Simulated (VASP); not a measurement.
Runs of VASP 6.6.1 on Ga3Se. The structure is that of space group Pm-3m (No. 221), or close to it. The cells are those of the table. 

```csv
task,cell,k mesh,cutoff (eV),smearing,gap on the mesh (eV),pressure (GPa)
relaxation of cell and atoms,"relaxed from a = 4.432 Å, 4 atoms",10 × 10 × 10,600,gaussian 0.1 eV,none,0.0
single point,"a = 4.301 Å, 4 atoms",10 × 10 × 10,520,gaussian 0.1 eV,none,3.6
single point,"a = 4.408 Å, 4 atoms",8 × 8 × 8,520,gaussian 0.15 eV,none,0.1
single point,"a = 4.456 Å, 4 atoms",10 × 10 × 10,520,gaussian 0.1 eV,none,-1.1
single point,"a = 4.408 Å, 4 atoms",10 × 10 × 10,520,gaussian 0.1 eV,none,(a)
single point,"a = 4.611 Å, 4 atoms",10 × 10 × 10,520,gaussian 0.1 eV,none,-3.9
single point,"a = 4.599 Å, 4 atoms",10 × 10 × 10,520,gaussian 0.1 eV,none,-3.7
single point,"a = 4.309 Å, 4 atoms",10 × 10 × 10,520,gaussian 0.1 eV,none,(b)
```

Alike in all rows: level PBE; potentials or basis VASP PAW PBE potentials, release 64 (Ga_d, Se); no spin polarisation.

Task: Fill in the values left out.

Result: (a) 0.2; (b) 3.3.

A k mesh can miss the band edges, and the runs leave out spin-orbit coupling on Ga, Se.

A gap of «none» marks levels without a gap at the run's occupations.
